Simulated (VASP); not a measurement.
# YMg2O2: single point with PBE

Crystal: YMg2O2.

```
Y Mg O
1.0
    -3.33344    3.33344    2.77293
     3.33344   -3.33344    2.77293
     3.33344    3.33344   -2.77293
Y Mg O
1 2 2
Direct
  0.50000 0.50000 0.00000
  0.50000 0.00000 0.50000
  0.00000 0.50000 0.50000
  0.87505 0.87505 0.00000
  0.12495 0.12495 0.00000
```

The cell was generated, and may not be a known phase.

| Item | Value |
| --- | --- |
| Program | VASP 6.6.1 |
| Task | single point |
| Functional | PBE |
| Potentials or basis | VASP PAW PBE potentials, release 64 (Y_sv, Mg_sv, O) |
| Cutoff | 840 eV |
| k mesh | 4 × 4 × 4 |
| Occupations | gaussian, width 0.1 eV |
| Spin | no spin polarisation |

* Pressure: 0.1 GPa
* Largest force: 0.198 eV/Å
* Band gap on the k mesh: zero (an odd number of electrons rules out a gap without spin polarisation)

Forces in eV/Å, atoms in the order of the input:
```
Y    0.000  0.000  0.000
Mg   0.000  0.000  0.000
Mg   0.000  0.000  0.000
O    0.000  0.000 -0.198
O    0.000  0.000  0.198
```

Stress tensor (GPa, compression positive):
```
0.02 0.00 0.00
0.00 0.02 0.00
0.00 0.00 0.17
```

Levels at points of the mesh, in eV from the Fermi level:
```
           k point  band 18  band 19  band 20  band 21  band 22  band 23  band 24  band 25
(0.00, 0.00, 0.00)    -4.56    -2.55    -2.55     0.49     0.55     0.94     2.04     2.04
(0.50, 0.00, 0.00)    -2.76    -2.72    -1.80    -1.28    -0.24     0.85     1.41     2.04
(0.50, 0.50, 0.00)    -3.10    -2.72    -2.31    -1.74     0.20     0.97     1.39     1.61
(0.50, 0.50, 0.50)    -3.36    -2.35    -2.35    -0.49     0.04     0.09     0.09     1.97
```

It took 3.5 min on 1 thread of Intel(R) Xeon(R) Platinum 8259CL CPU @ 2.50GHz (Skylake/Cascade Lake), on a shared host, peak memory 0.47 GiB.

Caveat: the k points lie up to 0.37 Å⁻¹ apart, too coarse for converged energies and pressures of a metal.
